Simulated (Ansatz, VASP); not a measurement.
# Two plane-wave programs on NbC

```xyz
2
Lattice="0.0000 2.2346 2.2346 2.2346 0.0000 2.2346 2.2346 2.2346 0.0000" Properties=species:S:1:pos:R:3 pbc="T T T"
Nb    0.0000    0.0000    0.0000
C     2.2346    2.2346    2.2346
```

Alike in both runs: task single point; functional PBEsol; k mesh 11 × 11 × 11; occupations methfessel-paxton of order 1, width 0.05 eV; no spin polarisation.

|  | VASP | Ansatz |
| --- | --- | --- |
| version | VASP 6.6.1 | Ansatz 0.2.0 |
| potentials or method | VASP PAW PBE potentials, release 64 (Nb_sv, C) | plane waves, PAW |
| plane-wave cutoff (eV) | 600 | 420 |
| valence electrons in the cell | 17 | 17 |

Ansatz gave:

* gap on the k mesh at the Fermi level (eV): none
* pressure (GPa): -4.0

**Question.** What did VASP give for the same quantities?

**Answer.** gap on the k mesh at the Fermi level (eV): none; pressure (GPa): -4.6.

VASP's potentials were made for PBE, not for PBEsol. A gap of «none» marks a metal or a gap that the smearing closes. With one functional, cell and mesh, what is left measures potentials, basis and numerics.
